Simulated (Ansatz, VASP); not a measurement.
One calculation of Mg3Se4, two programs

```
CELL_PARAMETERS angstrom
4.03436 0.00000 0.00000
-2.01718 3.49386 0.00000
0.00000 0.00000 11.25087
ATOMIC_POSITIONS crystal
Mg 0.00000 0.00000 0.00000
Mg 0.66667 0.33333 0.71842
Mg 0.33333 0.66667 0.28158
Se 0.33333 0.66667 0.86216
Se 0.66667 0.33333 0.13784
Se 0.00000 0.00000 0.39342
Se 0.00000 0.00000 0.60658
```

Alike in both runs: functional PBE; k mesh 5 × 5 × 2; occupations gaussian, width 0.2 eV; no spin polarisation.

Ansatz relaxed the structure, and its values are those at the end. VASP's run is a single point on that final structure, the one shown.

|  | VASP | Ansatz |
| --- | --- | --- |
| version | VASP 6.6.1 | Ansatz 0.2.0 |
| potentials or method | VASP PAW PBE potentials, release 64 (Mg, Se), cutoff 520 eV | scalar-relativistic, plane waves, PAW |
| valence electrons in the cell | 30 | 94 |

|  | VASP | Ansatz | Ansatz less VASP |
| --- | --- | --- | --- |
| gap on the k mesh at the Fermi level (eV) | 0.72 | 0.72 | +0.008 |
| least direct gap on the mesh (eV) | 0.72 | 0.72 | +0.008 |
| pressure (GPa) | 0.0 | 0.1 | +0.08 |
| rms of the force components (eV/Å) | 0.005 | 0.007 | +0.0028 |

With one functional, cell and mesh, what is left measures potentials, basis and numerics. VASP's potentials hold 30 valence electrons a cell and Ansatz's 94, so a difference there can come from the potentials and not from the codes.
